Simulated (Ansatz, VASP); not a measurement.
**One calculation of NaF, two programs**

File INCAR:

```
SYSTEM = NaF
ALGO     = Normal         ! electronic algorithm
EDIFF    = 1E-6           ! SCF threshold, eV
EDIFFG   = -0.04          ! ionic threshold
ENCUT    = 600            ! plane-wave cutoff, eV
GGA      = PE             ! functional
IBRION   = 2              ! ionic algorithm
ISIF     = 3              ! what is computed and relaxed
ISMEAR   = 0              ! smearing method
LASPH    = .TRUE.         ! aspherical terms in the spheres
LCHARG   = .FALSE.        ! write CHGCAR
LREAL    = .FALSE.        ! projectors in reciprocal space
LWAVE    = .FALSE.        ! write WAVECAR
NELM     = 100            ! most SCF steps
NSW      = 90             ! ionic steps
PREC     = Accurate       ! precision mode
SIGMA    = 0.1            ! smearing width, eV
```

KPOINTS

```
k-points
0
G
  6 6 4
  0 0 0
```

Contents of POSCAR:

```
NaF
1.0
    3.4888898300      0.0000000000      0.0000000000
   -1.7444449100      3.0214672200      0.0000000000
    0.0000000000      0.0000000000      5.6973335400
Na F
2 2
Direct
    0.3333333300      0.6666666700      0.9374999900
    0.6666666700      0.3333333300      0.4374999900
    0.6666666700      0.3333333300      0.0625000100
    0.3333333300      0.6666666700      0.5625000100
```

Input for Ansatz:

```yaml
crystal:
  lattice:
    - [3.48888983, 0.0, 0.0]
    - [-1.74444491, 3.02146722, 0.0]
    - [0.0, 0.0, 5.69733354]
  atoms:
    - { symbol: Na, position: [0.33333333, 0.66666667, 0.93749999] }
    - { symbol: Na, position: [0.66666667, 0.33333333, 0.43749999] }
    - { symbol: F, position: [0.66666667, 0.33333333, 0.06250001] }
    - { symbol: F, position: [0.33333333, 0.66666667, 0.56250001] }
basis:
  ecutwfc: 420
kpoints:
  mp_grid: { grid: [6, 6, 4] }
hamiltonian:
  xc: pbe
scf:
  occupations: { method: gaussian, width: 0.1 }
  lower_state_search: "off"
output:
  forces: true
  stress: true
  eigenvalues: true
relax:
  adjacent_minimum: "off"
  f_tol: 0.04
  max_steps: 70
  cell: { stress_tol: 0.4 }
```

Alike in both runs: task relaxation of cell and atoms; functional PBE; k mesh 6 × 6 × 4; occupations gaussian, width 0.1 eV; no spin polarisation.

|  | VASP | Ansatz |
| --- | --- | --- |
| version | VASP 6.6.1 | Ansatz 0.2.0 |
| potentials or method | VASP PAW PBE potentials, release 64 (Na_pv, F), cutoff 600 eV | scalar-relativistic, plane waves, PAW |
| valence electrons in the cell | 28 | 32 |

|  | VASP | Ansatz | Ansatz less VASP |
| --- | --- | --- | --- |
| gap on the k mesh at the Fermi level, each at its own relaxed structure (eV) | 5.51 | 5.46 | -0.045 |
| relaxed volume (Å³/atom) | 15.56 | 16.94 | +1.379 |
| relaxed length of the cell vector where the two differ most in proportion (Å) | 4.657 | 5.742 | +1.0848 |

One of these differences is far larger than is usual between the two programs; its cause wasn't traced. VASP's potentials hold 28 valence electrons a cell and Ansatz's 32, so a difference there can come from the potentials and not from the codes.
